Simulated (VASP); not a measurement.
## V: density of states with PBEsol

The system is V.

```
V
1.0
    -1.47912    1.47912    1.47912
     1.47912   -1.47912    1.47912
     1.47912    1.47912   -1.47912
V
1
Direct
  0.00000 0.00000 0.00000
```

* Program: VASP 6.6.1
* Task: density of states
* Functional: PBEsol
* Potentials or basis: VASP PAW PBE potentials, release 64 (V_sv)
* Cutoff: 520 eV
* k mesh: 20 × 20 × 20
* Occupations: gaussian, width 0.05 eV
* Spin: collinear spin, ferromagnetic start
* Starting moments: [0.05] μB
* Dipole correction: no
* k mesh for the DOS: 30 × 30 × 30
* Occupations for the DOS: tetrahedron
* Further INCAR settings: ALGO = Normal; EDIFF = 1e-07

- Net moment: 0.00 μB per cell
- Valence electrons inside the program's atomic spheres: V 11.73

Levels at points of the mesh, in eV from the Fermi level:
Spin up:
```
           k point  band 4  band 5  band 6  band 7  band 8  band 9  band 10
(0.00, 0.00, 0.00)  -36.76   -6.67    0.42    0.42    0.42    2.53     2.53
(0.50, 0.00, 0.00)  -36.77   -3.32   -1.21    1.80    2.55    2.92     4.37
(0.50, 0.50, 0.50)  -37.46   -3.19   -3.19    3.95    3.95    3.95    10.57
```
Spin down:
```tsv
k point	band 4	band 5	band 6	band 7	band 8	band 9	band 10
(0.00, 0.00, 0.00)	-36.76	-6.67	0.42	0.42	0.42	2.53	2.53
(0.50, 0.00, 0.00)	-36.77	-3.32	-1.21	1.80	2.55	2.92	4.37
(0.50, 0.50, 0.50)	-37.46	-3.19	-3.19	3.95	3.95	3.95	10.57
```

Run time: 4.7 min on 1 thread of AMD EPYC 7R43 64-Core Processor (Zen 3), on a shared host, peak memory 0.33 GiB.
